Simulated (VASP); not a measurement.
Wanted: the native input for a VASP 6.6.1 run.

* Task: single point
* Functional: PBE
* Potentials or basis: VASP PAW PBE potentials, release 64 (Co)
* Cutoff: 520 eV
* k mesh: 1 × 1 × 29
* Occupations: gaussian, width 0.05 eV
* Spin: collinear spin, ferromagnetic start
* Starting moments: [1.84] μB
* Dipole correction: no
* Further INCAR settings: ALGO = Normal; EDIFF = 1e-07; NBANDS = 14

The structure of Co lies in POSCAR:

```
Co
1.0
    9.0000000000      0.0000000000      0.0000000000
    0.0000000000      9.3000000000      0.0000000000
    0.0000000000      0.0000000000      2.2289840199
Co
1
Direct
    0.5000000000      0.5000000000      0.0000000000
```

One way to write it, as run:

INCAR

```
SYSTEM = Co
ALGO = Normal
EDIFF = 1E-7
ENCUT = 520
GGA = PE
ISIF = 2
ISMEAR = 0
ISPIN = 2
LASPH = .TRUE.
LCHARG = .FALSE.
LMAXMIX = 4
LORBIT = 11
LREAL = .FALSE.
LWAVE = .FALSE.
MAGMOM = 1.84
NBANDS = 14
NELM = 150
PREC = Accurate
SIGMA = 0.05
```

KPOINTS

```
k-points
0
G
  1 1 29
  0 0 0
```

Potentials or basis: VASP PAW PBE potentials, release 64 (Co).

Command:

```console
$ cat potpaw_PBE.64/Co/POTCAR > POTCAR
$ mpirun -np 1 vasp_std > vasp.out
```

It gave:

```json
{
 "Net moment": "2.18 μB per cell",
 "Site moments": "Co +2.13 μB",
 "Valence electrons inside the program's atomic spheres": "Co 7.88"
}
```

Wall time 86 s on 1 thread of Intel(R) Xeon(R) Platinum 8375C CPU @ 2.90GHz (Ice Lake), on a shared host, peak memory 0.35 GiB.
